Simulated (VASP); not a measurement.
A run of VASP 6.6.1 is set up as follows.

INCAR

```
PREC = Accurate
ENCUT = 520
EDIFF = 1E-6
ISMEAR = 0
SIGMA = 0.1
LREAL = False
LASPH = True
NELM = 80
ALGO = Normal
ISIF = 2
LWAVE = False
LCHARG = False
GGA = PS
NBANDS = 21
```

Contents of KPOINTS:

```
regular mesh
0
Gamma
  14 14 14
```

Contents of POSCAR:

```
Ge
1.0
    0.0000000000      2.8378823612      2.8378823612
    2.8378823612      0.0000000000      2.8378823612
    2.8378823612      2.8378823612      0.0000000000
Ge
2
Direct
    0.0000000000      0.0000000000      0.0000000000
    0.2500000000      0.2500000000      0.2500000000
```

Potentials or basis: VASP PAW PBE potentials, release 64 (Ge_d).

The run is started by

```console
$ cat potpaw_PBE.64/Ge_d/POTCAR > POTCAR
$ mpirun -np 1 vasp_std > vasp.out
```

(1) Predict the pressure.

(2) What does it give for the band gap on the k mesh?

Answers

(1) -0.4 GPa.

(2) zero (filled and empty bands touch).

Caveat: semilocal functionals underestimate gaps, and a narrow one can read as zero; the PAW data sets were made with another functional, which shifts forces and pressure a little.

**Experimental background.**

From “Electronic and optical properties of SixGe1-x-ySny alloys lattice-matched to Ge”, 2021, arxiv:2109.02782, for a bulk crystal of Ge at 300 K: band gap 0.807 eV (direct).

A measured gap of Ge is 0.807 eV (direct; 300 K; “Electronic and optical properties of SixGe1-x-ySny alloys lattice-matched to Ge”, 2021, arxiv:2109.02782); the calculated 0.00 eV misses it by -0.81 eV. 3 values of this kind are on record (0.666 to 0.807 eV); this one was drawn at random among those near their median. Spin-orbit coupling on Ge is left out. The value is that of PBEsol on a finite k mesh, which can miss the band edges, without temperature or zero-point motion. Semilocal functionals fall short of measured gaps as a rule.
